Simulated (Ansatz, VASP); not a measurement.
**ScAl3: VASP beside Ansatz**

```
CELL_PARAMETERS angstrom
-1.95763 1.95763 4.30195
1.95763 -1.95763 4.30195
1.95763 1.95763 -4.30195
ATOMIC_POSITIONS crystal
Sc 0.00000 0.00000 0.00000
Al 0.75000 0.25000 0.50000
Al 0.25000 0.75000 0.50000
Al 0.50000 0.50000 0.00000
```

Alike in both runs: task single point; functional LDA; k mesh 8 × 8 × 8; occupations gaussian, width 0.05 eV; no spin polarisation.

|  | VASP | Ansatz |
| --- | --- | --- |
| version | VASP 6.6.1 | Ansatz 0.2.0 |
| potentials or method | VASP PAW LDA potentials, release 64 (Sc_sv, Al), cutoff 520 eV | plane waves, PAW |
| valence electrons in the cell | 20 | 20 |

VASP gave:

* pressure (GPa): 2.7
* traceless stress, the component that is largest in VASP (GPa): 0.30

What did Ansatz give for the same quantities?

Pressure (GPa): 2.5; traceless stress, the component that is largest in VASP (GPa): 0.31.

LDA's correlation is that of Perdew and Zunger in VASP and of Perdew and Wang (1992) in Ansatz.
